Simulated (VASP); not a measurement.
A run of VASP 6.6.1 is set up as follows.

The input INCAR:

```
SYSTEM = SiGe
PREC = Accurate
ENCUT = 520
EDIFF = 1E-7
ISMEAR = 0
SIGMA = 0.03
LREAL = .FALSE.
LASPH = .TRUE.
NELM = 80
ALGO = Normal
ISIF = 2
LWAVE = .FALSE.
LCHARG = .FALSE.
GGA = PS
NBANDS = 26
```

KPOINTS

```
Automatic mesh
0
G
  12 12 6
  0 0 0
```

File POSCAR:

```
SiGe
1.0
    3.9005968931      0.0000000000      0.0000000000
   -1.9502984466      3.3780159994      0.0000000000
    0.0000000000      0.0000000000      6.4433927721
Si Ge
2 2
Direct
    0.6666666667      0.3333333333      0.8745463420
    0.3333333333      0.6666666667      0.3745463420
    0.6666666667      0.3333333333      0.5411920649
    0.3333333333      0.6666666667      0.0411920649
```

Potentials or basis: VASP PAW PBE potentials, release 64 (Si, Ge_d).

The run is started by

```sh
$ cat potpaw_PBE.64/Si/POTCAR potpaw_PBE.64/Ge_d/POTCAR > POTCAR
$ mpirun -np 1 vasp_std > vasp.out
```

Q: Estimate the pressure.

A: 2.5 GPa.

Q: Predict the largest force.

A: 4.335 eV/Å.

Q: Estimate the band gap on the k mesh.

A: Zero (band 18 reaches 6.31 eV, above the bottom of band 19 at 5.59 eV).

Stress tensor (GPa, compression positive):
```
-4.75  0.00  0.00
 0.00 -4.75  0.00
 0.00  0.00 17.12
```

Caveat: the cell differs from its parent crystal (all Ge atoms moved +0.263 Å, as atom 3 along Cartesian [0 0 1]); the PAW data sets were made with another functional, which shifts forces and pressure a little.
